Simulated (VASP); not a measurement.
# KNb2W2 (P-3m1) in VASP: further runs, part 2 of 2

VASP 6.6.1. Earlier steps stand in the parts before.

**3. Relaxation of cell and atoms, PBE**

File INCAR:

```
SYSTEM = KNb2W2
  PREC = Accurate
  ENCUT = 600
  EDIFF = 1E-7
  ISMEAR = 0
  SIGMA = 0.1
  LREAL = .FALSE.
  LASPH = .TRUE.
  NELM = 60
  ALGO = Fast
  ISIF = 3
  LWAVE = .FALSE.
  LCHARG = .FALSE.
  GGA = PE
  IBRION = 2
  NSW = 90
  EDIFFG = -0.04
```

File KPOINTS:

```
regular mesh
0
G
  6 6 4
  0 0 0
```

File POSCAR:

```
KNb2W2
1.0
    4.2755564400      0.0000000000      0.0000000000
   -2.1377782200      3.7027405000      0.0000000000
    0.0000000000      0.0000000000      7.2057134900
K Nb W
1 2 2
Direct
    0.0000000000      0.0000000000      0.0000000000
    0.3333333300      0.6666666700      0.6200000000
    0.6666666700      0.3333333300      0.3800000000
    0.3333333300      0.6666666700      0.2599999900
    0.6666666700      0.3333333300      0.7400000100
```

Potentials or basis: VASP PAW PBE potentials, release 64 (K_sv, Nb_sv, W_sv).

Started as:

```console
> cat potpaw_PBE.64/K_sv/POTCAR potpaw_PBE.64/Nb_sv/POTCAR potpaw_PBE.64/W_sv/POTCAR > POTCAR
> mpirun -np 1 vasp_std > vasp.out
```

OUTCAR:

```text
SYSTEM = KNb2W2
   PREC = Accurate
   ENCUT = 600
   EDIFF = 1E-7
   ISMEAR = 0
   LREAL = .FALSE.
   LASPH = .TRUE.
   NELM = 60
   ISIF = 3
   GGA = PE
   IBRION = 2
   NSW = 90
   EDIFFG = -0.04

 ion  position               nearest neighbor table
   1  0.000  0.000  0.000-   4 3.10   5 3.10   5 3.10   4 3.10   5 3.10   4 3.10
   2  0.333  0.667  0.620-   4 2.59   5 2.62   5 2.62   5 2.62   3 3.01   3 3.01   3 3.01
   3  0.667  0.333  0.380-   5 2.59   4 2.62   4 2.62   4 2.62   2 3.01   2 3.01   2 3.01
   4  0.333  0.667  0.260-   2 2.59   3 2.62   3 2.62   3 2.62   1 3.10   1 3.10   1 3.10
   5  0.667  0.333  0.740-   3 2.59   2 2.62   2 2.62   2 2.62   1 3.10   1 3.10   1 3.10

  LATTYP: Found a hexagonal cell.
 ALAT       =     4.2755564400
 C/A-ratio  =     1.6853276506

  Lattice vectors:

 A1 = (   4.2755564400,   0.0000000000,   0.0000000000)
 A2 = (  -2.1377782200,   3.7027405000,   0.0000000000)
 A3 = (   0.0000000000,   0.0000000000,   7.2057134900)

Analysis of symmetry for initial positions (statically):
=====================================================================
 Subroutine PRICEL returns:
 Original cell was already a primitive cell.

 Routine SETGRP: Setting up the symmetry group for a
 hexagonal supercell.

 Subroutine GETGRP returns: Found 12 space group operations
 (whereof 12 operations were pure point group operations)
 out of a pool of 24 trial point group operations.

The static configuration has the point symmetry D_3d.

Analysis of symmetry for dynamics (positions and initial velocities):
=====================================================================
 Subroutine PRICEL returns:
 Original cell was already a primitive cell.

 Routine SETGRP: Setting up the symmetry group for a
 hexagonal supercell.

 Subroutine GETGRP returns: Found 12 space group operations
 (whereof 12 operations were pure point group operations)
 out of a pool of 24 trial point group operations.

The dynamic configuration has the point symmetry D_3d.

 Subroutine INISYM returns: Found 12 space group operations
 (whereof 12 operations are pure point group operations),
 and found     1 'primitive' translations

----------------------------------------------------------------------------------------

                                     Primitive cell

  volume of cell :     114.0756

  direct lattice vectors                    reciprocal lattice vectors
     4.275556440  0.000000000  0.000000000     0.233887686  0.135035118  0.000000000
    -2.137778220  3.702740500  0.000000000     0.000000000  0.270070236  0.000000000
     0.000000000  0.000000000  7.205713490     0.000000000  0.000000000  0.138778762

  length of vectors
     4.275556440  4.275556447  7.205713490     0.270070236  0.270070236  0.138778762

  position of ions in fractional coordinates (direct lattice)
     0.000000000  0.000000000  0.000000000
     0.333333330  0.666666670  0.620000000
     0.666666670  0.333333330  0.380000000
     0.333333330  0.666666670  0.259999990
     0.666666670  0.333333330  0.740000010

  ion indices of the primitive-cell ions
   primitive index   ion index
                 1           1
                 2           2
                 3           3
                 4           4
                 5           5

[... 78 lines left out ...]
   POTIM  = 0.5000    time-step for ionic-motion
   TEBEG  =    0.0;   TEEND  =   0.0 temperature during run
   PSTRESS=    0.0 pullay stress
   NELECT =      63.0000    total number of electrons
   NUPDOWN=      -1.0000    fix difference up-down
   EMIN   =  10.00;   EMAX   =-10.00  energy-range for DOS
   EFERMI =   0.00;   METHOD = LEGACY
   ISMEAR =     0;   SIGMA  =   0.10  broadening in eV -4-tet -1-fermi 0-gaus
   EFERMI_NEDOS =   21; number of points for ismear=-14 and -15
   IALGO  =     68    algorithm
   IMIX   =      4    mixing-type and parameters
     AMIX     =   0.40;   BMIX     =  1.00
     AMIX_MAG =   1.60;   BMIX_MAG =  1.00
  volume/ion in A,a.u.               =      22.82       153.96
  Fermi-wavevector in a.u.,A,eV,Ry     =   1.343149  2.538183 24.545563  1.804048
  Thomas-Fermi vector in A             =   2.471246
   LORBIT       =      0    0 simple, 1 ext, 2 COOP (PROOUT), +10 PAW based schemes
   GGA     = PE    functional components
   LHFCALC =     F    Hartree Fock is set to
   AEXX    =    0.0000 exact exchange contribution
   IVDW    =     0    specifies the selected vdW correction
   LEPSILON=     F    determine dielectric tensor
   LRPA    =     F    only Hartree local field effects (RPA)
 conjugate gradient relaxation of ions
 non-spin polarized calculation
 RMM-DIIS sequential band-by-band and
 Gauss-broadening in eV      SIGMA  =   0.10
  energy-cutoff  :      600.00
  volume of cell :      114.08
 maximum number of plane-waves:      3851
 NGX is ok and might be reduce to    36
   NGX = 17   NGY = 17   NGZ = 29

--------------------------------------- Ionic step        1  -------------------------------------------

 number of electron      63.0000000 magnetization

 Free energy of the ion-electron system (eV)
  ---------------------------------------------------
  ext. energy  EPLUGINS =         0.00000000
  ---------------------------------------------------
  free energy    TOTEN  =       -39.34474871 eV

  energy without entropy =      -39.31660948  energy(sigma->0) =      -39.33067909

------------------------ aborting loop EDIFF was not reached (unconverged)  ----------------------------

  FORCE on cell =-STRESS in cart. coord.  units (eV):
  Direction    XX          YY          ZZ          XY          YZ          ZX
  --------------------------------------------------------------------------------------
  -------------------------------------------------------------------------------------
  Total        4.3085657      4.3085657      2.1900433     -0.0000000      0.0000000      0.0000000
  in kB       60.5132381     60.5132384     30.7588693     -0.0000000      0.0000000      0.0000000
  external PRESSURE =      50.5951153 kB  Pullay stress =       0.0000000 kB
[... 26 lines left out ...]
--------------------------------------- Ionic step        2  -------------------------------------------

 number of electron      62.9999998 magnetization

------------------------ aborting loop EDIFF was not reached (unconverged)  ----------------------------

  FORCE on cell =-STRESS in cart. coord.  units (eV):
  Direction    XX          YY          ZZ          XY          YZ          ZX
  --------------------------------------------------------------------------------------
  -------------------------------------------------------------------------------------
  Total       -2.4666527     -2.4666527     -3.7616908      0.0000000      0.0000000      0.0000000
  in kB      -31.2727666    -31.2727668    -47.6915460      0.0000000      0.0000000      0.0000000
  external PRESSURE =     -36.7456931 kB  Pullay stress =       0.0000000 kB
[... 59 lines left out ...]
  FREE ENERGIE OF THE ION-ELECTRON SYSTEM (eV)
  ---------------------------------------------------
  free  energy   TOTEN  =       -39.5386609871 eV

  energy  without entropy=      -39.5070043309  energy(sigma->0) =      -39.52283266

 E-fermi :   5.3492     XC(G=0): -10.1943

 val. band max:        5.3397873504   @ k =   0.3333   0.0000   0.5000
 cond. band min:       5.3578537468   @ k =   0.5000   0.0000   0.5000
 fundamental gap:      0.0180663964
 Fermi energy:         5.3491841858

 k-point     1 :       0.0000    0.0000    0.0000
  band No.  band energies     occupation
      1     -67.7281      2.00000
      2     -67.7275      2.00000
      3     -48.8194      2.00000
      4     -48.7124      2.00000
      5     -32.1959      2.00000
      6     -32.1821      2.00000
[... 949 lines left out ...]
     36       6.9088      0.00000
     37       7.1570      0.00000

[... ionic steps 4 to 21 ...]

--------------------------------------- Ionic step       22  -------------------------------------------

 number of electron      62.9999996 magnetization

------------------------ aborting loop because EDIFF is reached ----------------------------------------
[... 73 lines left out ...]
--------------------------------------- Ionic step       24  -------------------------------------------

 number of electron      62.9999997 magnetization

 Free energy of the ion-electron system (eV)
  ---------------------------------------------------
  ext. energy  EPLUGINS =         0.00000000
  ---------------------------------------------------
  free energy    TOTEN  =       -40.09141429 eV

  energy without entropy =      -40.06038640  energy(sigma->0) =      -40.07590034

 E-fermi :   4.7015     XC(G=0):  -9.5894

 val. band max:        4.6839314872   @ k =   0.0000   0.0000   0.0000
 cond. band min:       4.7059309676   @ k =   0.3333   0.1667   0.2500
 fundamental gap:      0.0219994804
 Fermi energy:         4.7014977087

 k-point     1 :       0.0000    0.0000    0.0000
  band No.  band energies     occupation
      1     -68.4541      2.00000
      2     -68.4534      2.00000
      3     -49.4651      2.00000
      4     -49.3374      2.00000
      5     -32.8890      2.00000
      6     -32.8706      2.00000
[... 981 lines left out ...]
  FREE ENERGIE OF THE ION-ELECTRON SYSTEM (eV)
  ---------------------------------------------------
  free  energy   TOTEN  =       -40.0914142875 eV

  energy  without entropy=      -40.0603864017  energy(sigma->0) =      -40.07590034

 reached required accuracy - stopping structural energy minimisation
```

OSZICAR:

```text
N       E                     dE             d eps       ncg     rms          rms(c)
DAV:   1     0.889625071178E+03    0.88963E+03   -0.38364E+04  1784   0.197E+03
DAV:   2     0.366432775093E+02   -0.85298E+03   -0.83507E+03  1892   0.692E+02
DAV:   3    -0.341194988859E+02   -0.70763E+02   -0.66578E+02  3003   0.158E+02
DAV:   4    -0.402900974243E+02   -0.61706E+01   -0.58527E+01  2688   0.370E+01
[... 641 lines left out ...]
RMM:  60    -0.400191536822E+02    0.52091E-07   -0.21716E-05  1122   0.132E-02
  12 F= -.40019154E+02 E0= -.40001328E+02  d E =-.142459E+00
       N       E                     dE             d eps       ncg     rms          rms(c)
DAV:   1    -0.399428296665E+02    0.76324E-01   -0.19094E+01  1794   0.462E+01    0.287E+00
RMM:   2    -0.400467547908E+02   -0.10393E+00   -0.31434E+00  2220   0.120E+01    0.173E+00
RMM:   3    -0.400647435713E+02   -0.17989E-01   -0.54734E-01  2329
```

CONTCAR:

```text
KNb2W2
   1.00000000000000
     4.3183528664167943    0.0000000000000001   -0.0000000000000000
    -2.1591764332083971    3.7398032925605795    0.0000000000000000
     0.0000000000000000    0.0000000000000001    8.7065052187538949
  K               Nb              W
     1     2     2
Direct
     0.0000000000000000    1.0000000000000000    0.0000000000000000
     0.3333333300000021    0.6666666699999979    0.5877564990690788
     0.6666666699999979    0.3333333300000021    0.4122435009309209
     0.3333333300000021    0.6666666699999979    0.3052060765598805
     0.6666666699999979    0.3333333300000021    0.6947939234401197

  0.00000000E+00  0.00000000E+00  0.00000000E+00
  0.00000000E+00  0.00000000E+00  0.00000000E+00
  0.00000000E+00  0.00000000E+00  0.00000000E+00
  0.00000000E+00  0.00000000E+00  0.00000000E+00
  0.00000000E+00  0.00000000E+00  0.00000000E+00
```

Wall time 71 min (1 thread of Intel Xeon 6975P-C (Granite Rapids), shared host); peak memory 0.44 GiB.

Results:

* Free energy: -40.0914 eV
* Relaxed volume: 28.12 Å³/atom
* Relaxed cell: a = 4.318 Å, b = 4.318 Å, c = 8.707 Å, α = 90.00°, β = 90.00°, γ = 120.00°
* Space group after relaxing (to 0.1 Å): P-3m1 (No. 164)
* Energy gained by relaxing: 149.3 meV/atom
* Ionic steps: 24
* Pressure after relaxing: 0.0 GPa
* Largest force after relaxing: 0.009 eV/Å
* Band gap on the k mesh: zero (an odd number of electrons rules out a gap without spin polarisation)

Forces in eV/Å, atoms in the order of the input:
```
K    0.000  0.000  0.000
Nb   0.000  0.000 -0.008
Nb   0.000  0.000  0.008
W    0.000  0.000 -0.009
W    0.000  0.000  0.009
```

Step by step:
```csv
step,energy change (eV),largest force (eV/Å),pressure (GPa),volume (Å³)
1,0.0000,1.0513,5.06,114.08
2,-0.1787,1.3016,-3.67,126.37
3,-0.1939,1.0868,-2.00,123.47
4,-0.3721,0.2676,0.11,125.31
5,-0.3736,0.1561,0.39,125.47
6,-0.4240,0.2983,0.24,126.95
7,-0.5268,0.6799,0.14,131.23
8,-0.3889,2.3432,1.31,139.19
9,-0.5319,1.2101,0.78,133.21
10,-0.5611,1.1171,0.37,134.30
11,-0.6262,0.8975,-0.64,137.52
12,-0.6744,0.9063,-1.95,143.76
13,-0.7248,0.3974,-0.50,143.13
14,-0.7284,0.3382,-0.01,142.93
15,-0.7285,0.3324,0.04,142.91
16,-0.7343,0.2323,-0.13,143.01
17,-0.7406,0.0083,-0.54,143.26
18,-0.7428,0.1730,0.07,142.02
19,-0.7428,0.1590,0.02,142.13
20,-0.7442,0.1228,0.05,141.70
21,-0.7460,0.0320,0.16,140.43
22,-0.7463,0.0534,-0.18,140.79
23,-0.7464,0.0332,-0.08,140.68
24,-0.7467,0.0087,-0.04,140.61
```

Final structure:
```cif
data_structure
_symmetry_space_group_name_H-M 'P 1'
_symmetry_Int_Tables_number 1
_cell_length_a 4.3184
_cell_length_b 4.3184
_cell_length_c 8.7065
_cell_angle_alpha 90.000
_cell_angle_beta 90.000
_cell_angle_gamma 120.000
_cell_volume 140.61
loop_
_atom_site_label
_atom_site_type_symbol
_atom_site_fract_x
_atom_site_fract_y
_atom_site_fract_z
_atom_site_occupancy
K1 K 0.00000 0.00000 0.00000 1
Nb1 Nb 0.33333 0.66667 0.58776 1
Nb2 Nb 0.66667 0.33333 0.41224 1
W1 W 0.33333 0.66667 0.30521 1
W2 W 0.66667 0.33333 0.69479 1
```

Caveat: the volume moved by over 15 % at a fixed basis, so the end points are rough; spin-orbit coupling is left out, which moves the levels of the heavy elements.
